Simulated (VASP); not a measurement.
Here is a VASP 6.6.1 calculation.

INCAR

```
PREC = Accurate ; ENCUT = 520
EDIFF = 1E-6 ; ISMEAR = 1
SIGMA = 0.1 ; LREAL = Auto
LASPH = T ; NELM = 100
ALGO = Normal ; ISIF = 2
LWAVE = F ; LCHARG = F
GGA = PE ; IBRION = 2
NSW = 90 ; EDIFFG = -0.02
```

KPOINTS

```
Automatic mesh
0
Gamma
  1 1 1
```

Contents of POSCAR:

```
Nb32H
1.0
    0.0000000000      6.6171497900      6.6171497900
    6.6171497900      0.0000000000      6.6171497900
    6.6171497900      6.6171497900      0.0000000000
Nb H
32 1
Direct
   -0.0009020000     -0.0016781400     -0.0011665800
    0.1240984100      0.1275270100      0.1260375700
    0.2508905000      0.2482176500      0.2501996500
    0.3750000000      0.3750000000      0.3750000000
    0.0010816000     -0.0001429900      0.4965377700
    0.1239410300      0.1274742500      0.6260834600
    0.2500000000      0.2500000000      0.7500000000
    0.3746199700      0.3749823600      0.8787302300
    0.0001485100      0.4985638400     -0.0010987900
    0.1235126400      0.6254493500      0.1288947800
    0.2500000000      0.7500000000      0.2500000000
    0.3753118000      0.8773197000      0.3752358100
    0.0000000000      0.5000000000      0.5000000000
    0.1250000000      0.6250000000      0.6250000000
    0.2517067000      0.7490876900      0.7487156100
    0.3749041200      0.8761844200      0.8758973600
    0.5031718700     -0.0017403400     -0.0010983600
    0.6245780900      0.1251028900      0.1247931600
    0.7513948300      0.2474733800      0.2487889700
    0.8741288000      0.3753456300      0.3763905600
    0.5021100600     -0.0009878700      0.4975164500
    0.6238158600      0.1259935000      0.6250668100
    0.7514031300      0.2468252500      0.7506104000
    0.8719607700      0.3740871700      0.8783954300
    0.5013522200      0.4991971900     -0.0008638900
    0.6217179000      0.6256028700      0.1285862500
    0.7513001800      0.7509171500      0.2460674400
    0.8711267600      0.8780186600      0.3754870800
    0.5000000000      0.5000000000      0.5000000000
    0.6228272700      0.6259897900      0.6276344600
    0.7509021700      0.7480370900      0.7482320900
    0.8732339400      0.8772948200      0.8769063200
    0.1875000000      0.4375000000      0.5625000000
```

Potentials or basis: VASP PAW PBE potentials, release 64 (Nb_sv, H).

Launch:

```console
$ cat potpaw_PBE.64/Nb_sv/POTCAR potpaw_PBE.64/H/POTCAR > POTCAR
$ mpirun -np 1 vasp_gam > vasp.out
```

(1) What does it give for the band gap on the k mesh?

(2) Estimate the energy gained by relaxing.

## Answers

(1) zero (an odd number of electrons rules out a gap without spin polarisation).

(2) 7.5 meV/atom.

Caveat: the k points lie up to 0.82 Å⁻¹ apart, too coarse for converged energies and pressures of a metal.
